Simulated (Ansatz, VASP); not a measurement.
# AlN in VASP and in Ansatz

```
CELL_PARAMETERS angstrom
-1.65675 2.86957 0.00000
0.00000 0.00000 4.18746
4.97025 2.86957 0.00000
ATOMIC_POSITIONS crystal
Al 0.60762 0.75000 0.27859
Al 0.00000 0.75000 0.66667
Al 0.00000 0.25000 0.33333
Al 0.50000 0.25000 0.83333
N 0.50000 0.25000 0.16667
N 0.00000 0.25000 0.66667
N 0.00000 0.75000 0.33333
N 0.50000 0.75000 0.83333
```

Alike in both runs: task single point; functional PBE; k mesh 8 × 6 × 4; occupations gaussian, width 0.05 eV; no spin polarisation.

|  | VASP | Ansatz |
| --- | --- | --- |
| version | VASP 6.6.1 | Ansatz 0.2.0 |
| potentials or method | VASP PAW PBE potentials, release 64 (Al, N), cutoff 520 eV | scalar-relativistic, plane waves, PAW |
| valence electrons in the cell | 32 | 32 |

VASP gave:

```
gap on the k mesh at the Fermi level (eV)                     : 2.16
least direct gap on the mesh (eV)                             : 2.16
pressure (GPa)                                                : 27.2
traceless stress, the component that is largest in VASP (GPa) : 49.15
rms of the force components (eV/Å)                            : 9.562
```

Problem. Estimate Ansatz's values.

Solution. gap on the k mesh at the Fermi level (eV): 2.16; least direct gap on the mesh (eV): 2.16; pressure (GPa): 27.7; traceless stress, the component that is largest in VASP (GPa): 49.74; rms of the force components (eV/Å): 9.671.

Atom by atom the forces differ by 0.111 eV/Å (rms over components). With one functional, cell and mesh, what is left measures potentials, basis and numerics.
